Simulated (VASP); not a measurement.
HfO2: single point with LDA

The system is HfO2.

```
Hf O
1.0
     4.64523    0.00000    0.00000
     0.00000    4.64523    0.00000
     0.00000    0.00000    3.18582
Hf O
2 4
Direct
  0.00000 0.00000 0.00000
  0.50000 0.50000 0.50000
  0.19511 0.80489 0.50000
  0.30489 0.30489 0.00000
  0.69511 0.69511 0.00000
  0.80489 0.19511 0.50000
```

This cell differs from its parent crystal: strain -0.030 along x and y, +0.000 along z.

```
Program             : VASP 6.6.1
Task                : single point
Functional          : LDA
Potentials or basis : VASP PAW LDA potentials, release 64 (Hf_pv, O)
Cutoff              : 520 eV
k mesh              : 6 × 6 × 8
Occupations         : gaussian, width 0.05 eV
Spin                : no spin polarisation
```

| Item | Value |
| --- | --- |
| Pressure | 13.1 GPa |
| Largest force | 0.177 eV/Å |
| Band gap on the k mesh | 4.08 eV, direct |

Forces on the atoms (eV/Å):
```
Hf   0.000  0.000  0.000
Hf   0.000  0.000  0.000
O   -0.125  0.125  0.000
O    0.125  0.125  0.000
O   -0.125 -0.125  0.000
O    0.125 -0.125  0.000
```

Stress tensor (GPa, compression positive):
```
15.41  0.00  0.00
 0.00 15.41  0.00
 0.00  0.00  8.60
```

Levels at points of the mesh, in eV from the valence-band top:
```tsv
k point	band 19	band 20	band 21	band 22	band 23	band 24	band 25	band 26
(0.00, 0.00, 0.00)	-0.76	-0.40	-0.40	0.00	4.08	4.09	5.43	5.73
(0.50, 0.00, 0.00)	-1.62	-1.62	-0.73	-0.73	4.80	4.80	6.53	6.53
(0.50, 0.50, 0.00)	-1.18	-1.18	-0.66	-0.66	4.37	4.37	5.82	5.82
(0.00, 0.00, 0.50)	-1.84	-1.84	-0.90	-0.90	5.98	5.98	6.03	6.03
(0.50, 0.00, 0.50)	-1.77	-1.77	-0.99	-0.99	4.25	4.25	6.41	6.41
(0.50, 0.50, 0.50)	-1.25	-1.25	-0.46	-0.46	5.32	5.32	6.28	6.28
```

Run time: 50 s on 1 thread of AMD EPYC 9R45 96-Core Processor (Zen 5), with other jobs on the host, peak memory 0.18 GiB.

Caveat: the cell differs from its parent crystal (strain -0.030 along x and y, +0.000 along z); spin-orbit coupling is left out, which moves the levels of the heavy elements. A k mesh can miss the band edges.
